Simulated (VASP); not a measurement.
# SiC (F-43m) in VASP: notebook, part 2 of 2

VASP 6.6.1. The steps go on from the part before.

**5. Relaxation of cell and atoms, PBE+D3(BJ)**

INCAR

```
ALGO = Normal
EDIFF = 1E-7
EDIFFG = -0.002
ENCUT = 600
GGA = PE
GGA_COMPAT = F
IBRION = 2
ISIF = 3
ISMEAR = 0
IVDW = 12
LASPH = T
LCHARG = F
LREAL = F
LWAVE = F
NELM = 120
NELMIN = 4
NSW = 100
PREC = Accurate
SIGMA = 0.02
```

KPOINTS

```
k-points
0
Gamma
  10 10 10
```

POSCAR

```
SiC
1.0
    0.0000000000      2.1800000000      2.1800000000
    2.1800000000      0.0000000000      2.1800000000
    2.1800000000      2.1800000000      0.0000000000
Si C
1 1
Direct
    0.0000000000      0.0000000000      0.0000000000
    0.2500000000      0.2500000000      0.2500000000
```

Potentials or basis: VASP PAW PBE potentials, release 64 (Si, C).

Launch:

```sh
> cat potpaw_PBE.64/Si/POTCAR potpaw_PBE.64/C/POTCAR > POTCAR
> mpirun -np 1 vasp_std > vasp.out
```

OUTCAR:

```text
EDIFF = 1E-7
   EDIFFG = -0.002
   ENCUT = 600
   GGA = PE
   IBRION = 2
   ISIF = 3
   ISMEAR = 0
   IVDW = 12
   LASPH = T
   LREAL = F
   NELM = 120
   NELMIN = 4
   NSW = 100
   PREC = Accurate
 IVDW          = 12

 ion  position               nearest neighbor table
   1  0.000  0.000  0.000-   2 1.89   2 1.89   2 1.89   2 1.89
   2  0.250  0.250  0.250-   1 1.89   1 1.89   1 1.89   1 1.89

  LATTYP: Found a face centered cubic cell.
 ALAT       =     4.3600000000

  Lattice vectors:

 A1 = (   0.0000000000,   2.1800000000,   2.1800000000)
 A2 = (   2.1800000000,   0.0000000000,   2.1800000000)
 A3 = (   2.1800000000,   2.1800000000,   0.0000000000)

Analysis of symmetry for initial positions (statically):
=====================================================================
 Subroutine PRICEL returns:
 Original cell was already a primitive cell.

 Routine SETGRP: Setting up the symmetry group for a
 face centered cubic supercell.

 Subroutine GETGRP returns: Found 24 space group operations
 (whereof 24 operations were pure point group operations)
 out of a pool of 48 trial point group operations.

The static configuration has the point symmetry T_d .

Analysis of symmetry for dynamics (positions and initial velocities):
=====================================================================
 Subroutine PRICEL returns:
 Original cell was already a primitive cell.

 Routine SETGRP: Setting up the symmetry group for a
 face centered cubic supercell.

 Subroutine GETGRP returns: Found 24 space group operations
 (whereof 24 operations were pure point group operations)
 out of a pool of 48 trial point group operations.

The dynamic configuration has the point symmetry T_d .

 Subroutine INISYM returns: Found 24 space group operations
 (whereof 24 operations are pure point group operations),
 and found     1 'primitive' translations

----------------------------------------------------------------------------------------

                                     Primitive cell

  volume of cell :      20.7205

[... 99 lines left out ...]
   NELECT =       8.0000    total number of electrons
   NUPDOWN=      -1.0000    fix difference up-down
   EMIN   =  10.00;   EMAX   =-10.00  energy-range for DOS
   EFERMI =   0.00;   METHOD = LEGACY
   ISMEAR =     0;   SIGMA  =   0.02  broadening in eV -4-tet -1-fermi 0-gaus
   EFERMI_NEDOS =   21; number of points for ismear=-14 and -15
   IALGO  =     38    algorithm
   IMIX   =      4    mixing-type and parameters
     AMIX     =   0.40;   BMIX     =  1.00
     AMIX_MAG =   1.60;   BMIX_MAG =  1.00
  volume/ion in A,a.u.               =      10.36        69.91
  Fermi-wavevector in a.u.,A,eV,Ry     =   1.192079  2.252702 19.334588  1.421052
  Thomas-Fermi vector in A             =   2.328126
   LORBIT       =      0    0 simple, 1 ext, 2 COOP (PROOUT), +10 PAW based schemes
   GGA     = PE    functional components
   LHFCALC =     F    Hartree Fock is set to
   AEXX    =    0.0000 exact exchange contribution
   IVDW    =    12    specifies the selected vdW correction
   LEPSILON=     F    determine dielectric tensor
   LRPA    =     F    only Hartree local field effects (RPA)
 conjugate gradient relaxation of ions
 non-spin polarized calculation
 Gauss-broadening in eV      SIGMA  =   0.02
  energy-cutoff  :      600.00
  volume of cell :       20.72
 maximum number of plane-waves:       701
 NGX is ok and might be reduce to    28
   NGX = 13   NGY = 13   NGZ = 13

--------------------------------------- Ionic step        1  -------------------------------------------

 number of electron       8.0000000 magnetization

 Free energy of the ion-electron system (eV)
  ---------------------------------------------------
  ext. energy  EPLUGINS =         0.00000000
  ---------------------------------------------------
  free energy    TOTEN  =       -15.05966023 eV

  energy without entropy =      -15.05966023  energy(sigma->0) =      -15.05966023

------------------------ aborting loop because EDIFF is reached ----------------------------------------

 Edisp (eV)   -0.60140

 E8    (eV) :    -0.2260
[... 71 lines left out ...]
--------------------------------------- Ionic step        3  -------------------------------------------

 number of electron       8.0000000 magnetization

 Free energy of the ion-electron system (eV)
  ---------------------------------------------------
  ext. energy  EPLUGINS =         0.00000000
  ---------------------------------------------------
  free energy    TOTEN  =       -15.05545043 eV

  energy without entropy =      -15.05545043  energy(sigma->0) =      -15.05545043

 E-fermi :   8.2917     XC(G=0): -11.3883

 val. band max:        8.1890600972   @ k =   0.0000   0.0000   0.0000
 cond. band min:       9.5396132247   @ k =   0.5000   0.5000   0.0000
 fundamental gap:      1.3505531275
 Fermi energy:         8.2916892612

 k-point     1 :       0.0000    0.0000    0.0000
  band No.  band energies     occupation
      1      -7.2719      2.00000
      2       8.1891      2.00000
      3       8.1891      2.00000
      4       8.1891      2.00000
      5      14.5090      0.00000
      6      15.5486      0.00000
      7      15.5486      0.00000
      8      15.5486      0.00000
[... 243 lines left out ...]
 k-point    24 :       0.4000    0.3000    0.0000
  band No.  band energies     occupation
      1      -4.1114      2.00000
      2       2.6010      2.00000
      3       5.0235      2.00000
      4       5.5532      2.00000
      5      11.0650      0.00000
      6      13.8451      0.00000
      7      19.8907      0.00000
      8      20.1916      0.00000

 [... further k-points ...]

------------------------ aborting loop because EDIFF is reached ----------------------------------------

 Edisp (eV)   -0.60668

 E8    (eV) :    -0.2280
[... 25 lines left out ...]
  FREE ENERGIE OF THE ION-ELECTRON SYSTEM (eV)
  ---------------------------------------------------
  free  energy   TOTEN  =       -15.6621312453 eV

  energy  without entropy=      -15.6621312453  energy(sigma->0) =      -15.66213125

 reached required accuracy - stopping structural energy minimisation
```

CONTCAR:

```text
SiC
   1.00000000000000
    -0.0000000000000000    2.1736575895391974    2.1736575895391974
     2.1736575895391974    0.0000000000000000    2.1736575895391974
     2.1736575895391974    2.1736575895391974   -0.0000000000000000
  Si              C
     1     1
Direct
     0.0000000000000000    0.0000000000000000    0.0000000000000000
     0.2500000000000000    0.2500000000000000    0.2500000000000000

  0.00000000E+00  0.00000000E+00  0.00000000E+00
  0.00000000E+00  0.00000000E+00  0.00000000E+00
```

It took 27 s on 1 thread of Intel Xeon Platinum 8488C (Sapphire Rapids), shared host; peak memory 0.16 GiB.

Results:

- Free energy: -15.6621 eV
- Relaxed volume: 10.27 Å³/atom
- Relaxed cell: a = 3.074 Å, b = 3.074 Å, c = 3.074 Å, α = 60.00°, β = 60.00°, γ = 60.00°
- Space group after relaxing (to 0.1 Å): F-43m (No. 216)
- Energy gained by relaxing: 0.5 meV/atom
- Ionic steps: 3
- Pressure after relaxing: 0.0 GPa
- Band gap on the k mesh: 1.35 eV (least direct gap 4.55 eV)
- Dispersion energy per atom: -0.303 eV

Step by step:
| step | energy change (eV) | largest force (eV/Å) | pressure (GPa) | volume (Å³) |
| --- | --- | --- | --- | --- |
| 1 | 0.0000 | 0.0000 | -1.89 | 20.72 |
| 2 | 0.0001 | 0.0000 | 2.03 | 20.36 |
| 3 | -0.0011 | 0.0000 | 0.01 | 20.54 |

Final structure:
```cif
data_structure
_symmetry_space_group_name_H-M 'P 1'
_symmetry_Int_Tables_number 1
_cell_length_a 3.0740
_cell_length_b 3.0740
_cell_length_c 3.0740
_cell_angle_alpha 60.000
_cell_angle_beta 60.000
_cell_angle_gamma 60.000
_cell_volume 20.54
loop_
_atom_site_label
_atom_site_type_symbol
_atom_site_fract_x
_atom_site_fract_y
_atom_site_fract_z
_atom_site_occupancy
Si1 Si 0.00000 0.00000 0.00000 1
C1 C 0.25000 0.25000 0.25000 1
```

Levels at points of the mesh, in eV from the valence-band top:
```csv
k point,band 1,band 2,band 3,band 4,band 5,band 6,band 7,band 8
"(0.00, 0.00, 0.00)",-15.46,0.00,0.00,0.00,6.32,7.36,7.36,7.36
"(0.50, 0.00, 0.00)",-11.87,-8.57,-1.05,-1.05,5.50,7.26,7.26,10.10
"(0.50, 0.50, 0.00)",-10.41,-7.82,-3.20,-3.20,1.35,4.35,14.12,14.12
```

A k mesh can miss the band edges.

**6. Overview**

| task | cell | k mesh | smearing | gap on the mesh (eV) | pressure (GPa) |
| --- | --- | --- | --- | --- | --- |
| single point | a = 3.083 Å, angles 60.0°, 2 atoms | 8 × 8 × 8 | gaussian 0.1 eV | 1.36 | -1.9 |
| single point | a = 3.075 Å, angles 60.0°, 2 atoms | 10 × 10 × 10 | gaussian 0.02 eV | 1.35 | -0.2 |
| single point | a = 3.075 Å, angles 60.0°, 2 atoms | 12 × 12 × 12 | gaussian 0.02 eV | 1.35 | -0.2 |
| relaxation of cell and atoms | relaxed from a = 3.083 Å, angles 60.0°, 2 atoms | 10 × 10 × 10 | gaussian 0.02 eV | 1.35 | 0.0 |

Alike in all rows: level PBE+D3(BJ); potentials or basis VASP PAW PBE potentials, release 64 (Si, C); no spin polarisation; cutoff (eV) 600.

Total energies depend on the potentials used, so only differences within one code and one set of settings carry meaning.
